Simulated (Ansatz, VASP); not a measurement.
## Two plane-wave programs on TaCu3H6

```xyz
10
Lattice="0.0000 3.5092 3.5092 3.5092 0.0000 3.5092 3.5092 3.5092 0.0000" Properties=species:S:1:pos:R:3 pbc="T T T"
Ta    0.0000    0.0000    0.0000
Cu    5.2638    5.2638    5.2638
Cu    1.7546    1.7546    1.7546
Cu    3.5092    3.5092    3.5092
H     1.8328    3.5092    3.5092
H     3.5092    3.5092    1.8328
H     5.1856    3.5092    3.5092
H     3.5092    1.8328    3.5092
H     3.5092    5.1856    3.5092
H     3.5092    3.5092    5.1856
```

Change from the starting cell: species swapped into the Cs3ScCl6 type (Fm-3m, No. 225).

Alike in both runs: functional PBE; k mesh 10 × 10 × 10; occupations gaussian, width 0.1 eV; no spin polarisation.

Ansatz relaxed the structure, and its values are those at the end. VASP's run is a single point on that final structure, the one shown.

```csv
,VASP,Ansatz
version,VASP 6.6.1,Ansatz 0.2.0
potentials or method,"VASP PAW PBE potentials, release 64 (Ta_pv, Cu, H), cutoff 520 eV","scalar-relativistic, plane waves, PAW"
valence electrons in the cell,50,76
```

```tsv
	VASP	Ansatz	Ansatz less VASP
gap on the k mesh at the Fermi level (eV)	none	none	-
pressure (GPa)	-0.3	0.0	+0.27
rms of the force components (eV/Å)	0.008	0.000	-0.0075
```

A gap of «none» marks a metal or a gap that the smearing closes. VASP's potentials hold 50 valence electrons a cell and Ansatz's 76, so a difference there can come from the potentials and not from the codes.

Neither program's run includes spin-orbit coupling.
